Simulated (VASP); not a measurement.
# Sr: single point with PBE

Crystal: Sr.

```xyz
3
Lattice="3.7437 -2.1636 0.0000 3.7437 2.1636 0.0000 -2.5249 0.0000 10.5802" Properties=species:S:1:pos:R:3 pbc="T T T"
Sr   -1.2625    0.0000    5.2901
Sr    1.2440    0.1000    1.7634
Sr    3.7186    0.0000    8.8168
```

```
Program                : VASP 6.6.1
Task                   : single point
Functional             : PBE
Potentials or basis    : VASP PAW PBE potentials, release 64 (Sr_sv)
Cutoff                 : 520 eV
k mesh                 : 10 × 10 × 4
Occupations            : gaussian, width 0.05 eV
Spin                   : no spin polarisation
Dipole correction      : no
Further INCAR settings : ALGO = Fast; EDIFF = 1e-06; NBANDS = 22
```

* Pressure: -0.4 GPa
* Largest force: 0.031 eV/Å
* Band gap on the k mesh: zero (bands 15 and 16 overlap by 0.09 eV)

Forces on the atoms (eV/Å):
```
Sr   0.001  0.018  0.001
Sr  -0.003 -0.030  0.006
Sr   0.002  0.013 -0.007
```

Stress tensor (GPa, compression positive):
```
-0.47  0.07  0.04
 0.07 -0.47 -0.02
 0.04 -0.02 -0.27
```

Levels at points of the mesh, in eV from the Fermi level:
| k point | band 13 | band 14 | band 15 | band 16 | band 17 | band 18 |
| --- | --- | --- | --- | --- | --- | --- |
| (0.00, 0.00, 0.00) | -3.63 | -2.11 | -2.11 | 0.72 | 0.72 | 2.14 |
| (0.50, 0.00, 0.00) | -1.17 | -0.70 | -0.66 | 0.00 | 0.21 | 0.33 |
| (0.00, 0.50, 0.00) | -1.13 | -0.73 | -0.70 | 0.06 | 0.27 | 0.36 |
| (0.50, 0.50, 0.00) | -0.98 | -0.97 | -0.60 | 0.06 | 0.13 | 0.27 |
| (0.00, 0.00, 0.50) | -3.21 | -3.21 | -1.15 | -0.02 | 1.69 | 1.71 |
| (0.50, 0.00, 0.50) | -0.99 | -0.97 | -0.59 | 0.04 | 0.09 | 0.26 |
| (0.00, 0.50, 0.50) | -0.98 | -0.96 | -0.63 | 0.08 | 0.17 | 0.29 |
| (0.50, 0.50, 0.50) | -1.15 | -0.71 | -0.68 | 0.03 | 0.25 | 0.33 |

Wall time 14 min on 1 thread of Intel Xeon 8259CL (shared host), peak memory 0.71 GiB.
